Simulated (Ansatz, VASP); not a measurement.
# GaB3As4: VASP beside Ansatz

```xyz
8
Lattice="5.0591 0.0000 0.0000 0.0000 5.0591 0.0000 0.0000 0.0000 5.0591" Properties=species:S:1:pos:R:3 pbc="T T T"
Ga    2.5296    2.5296    2.5296
B     2.5296    0.0000    0.0000
B     0.0000    0.0000    2.5296
B     0.0000    2.5296    0.0000
As    3.8776    1.1816    3.8776
As    3.8776    3.8776    1.1816
As    1.1816    1.1816    1.1816
As    1.1816    3.8776    3.8776
```

Alike in both runs: task relaxation of cell and atoms; functional PBE; k mesh 8 × 8 × 8; occupations gaussian, width 0.02 eV; no spin polarisation.

|  | VASP | Ansatz |
| --- | --- | --- |
| version | VASP 6.6.1 | Ansatz 0.2.0 |
| potentials or method | VASP PAW PBE potentials, release 64 (Ga_d, B, As), cutoff 600 eV | scalar-relativistic, plane waves, PAW |
| valence electrons in the cell | 42 | 82 |

VASP gave:

| Item | Value |
| --- | --- |
| gap on the k mesh at the Fermi level, each at its own relaxed structure (eV) | 0.47 |
| relaxed volume (Å³/atom) | 16.21 |
| relaxed cell length with the largest relative difference (Å) | 5.061 |

Task: What did Ansatz give for the same quantities?

Result: gap on the k mesh at the Fermi level, each at its own relaxed structure (eV): 0.47; relaxed volume (Å³/atom): 16.16; relaxed cell length with the largest relative difference (Å): 5.056.

VASP's potentials hold 42 valence electrons a cell and Ansatz's 82, so a difference there can come from the potentials and not from the codes.
